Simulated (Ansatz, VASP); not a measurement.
One calculation of AlNi3, two programs

```
CELL_PARAMETERS angstrom
3.56559 0.00000 0.00000
0.00000 3.56559 0.00000
0.00000 0.00000 3.56559
ATOMIC_POSITIONS crystal
Al 0.00000 0.00000 0.00000
Ni 0.00000 0.50000 0.50000
Ni 0.50000 0.00000 0.50000
Ni 0.50000 0.50000 0.00000
```

Alike in both runs: functional PBE; k mesh 6 × 6 × 6; occupations gaussian, width 0.1 eV; collinear spin.

Ansatz relaxed the structure, and its values are those at the end. VASP's run is a single point on that final structure, the one shown.

|  | VASP | Ansatz |
| --- | --- | --- |
| version | VASP 6.6.1 | Ansatz 0.2.0 |
| potentials or method | VASP PAW PBE potentials, release 64 (Al, Ni), cutoff 520 eV | scalar-relativistic, plane waves, PAW |
| valence electrons in the cell | 33 | 57 |

|  | VASP | Ansatz | Ansatz less VASP |
| --- | --- | --- | --- |
| gap on the k mesh at the Fermi level (eV) | none | none | - |
| pressure (GPa) | 0.3 | 0.2 | -0.05 |
| net moment per atom (μB) | 0.18 | 0.18 | +0.002 |
| size of the moment on the site where the two differ most (μB) | 0.26 | 0.28 | +0.015 |

Site moments also hang on the region over which each program counts them. A gap of «none» marks a metal or a gap that the smearing closes. With one functional, cell and mesh, what is left measures potentials, basis and numerics. VASP's potentials hold 33 valence electrons a cell and Ansatz's 57, so a difference there can come from the potentials and not from the codes. Ansatz's warnings: seeded moment not kept.
